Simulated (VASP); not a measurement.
Write the native input for VASP 6.6.1 that does the following.

```yaml
Task: single point
Functional: PBE
Potentials_or_basis: VASP PAW PBE potentials, release 64 (B, N)
Cutoff: 600 eV
k_mesh: 12 × 12 × 12
Occupations: gaussian, width 0.02 eV
Spin: no spin polarisation
Dipole_correction: no
Further_INCAR_settings: ALGO = Normal; EDIFF = 1e-06; NBANDS = 11
```

The structure of BN (a) lies in POSCAR:

```
BN
1.0
    0.0000000000      1.8123266323      1.8123266323
    1.8123266323      0.0000000000      1.8123266323
    1.8123266323      1.8123266323      0.0000000000
B N
1 1
Direct
    0.0000000000      0.0000000000      0.0000000000
    0.2500000000      0.2500000000      0.2500000000
```

One way to write it, as run:

INCAR

```
SYSTEM = BN
  ALGO = Normal
  EDIFF = 1E-6
  ENCUT = 600
  GGA = PE
  GGA_COMPAT = .FALSE.
  ISIF = 2
  ISMEAR = 0
  LASPH = .TRUE.
  LCHARG = .FALSE.
  LREAL = .FALSE.
  LWAVE = .FALSE.
  NBANDS = 11
  NELM = 120
  PREC = Accurate
  SIGMA = 0.02
```

KPOINTS

```
k-points
0
G
  12 12 12
  0 0 0
```

Potentials or basis: VASP PAW PBE potentials, release 64 (B, N).

The run is started by

```console
$ cat potpaw_PBE.64/B/POTCAR potpaw_PBE.64/N/POTCAR > POTCAR
$ mpirun -np 1 vasp_std > vasp.out
```

It gave:

```json
{"Pressure": "0.0 GPa", "Band gap on the k mesh": "4.45 eV, indirect (least direct gap 8.78 eV)"}
```

Wall time 10 s on 1 thread of Intel Xeon 8259CL, with other jobs on the host, peak memory 0.13 GiB.
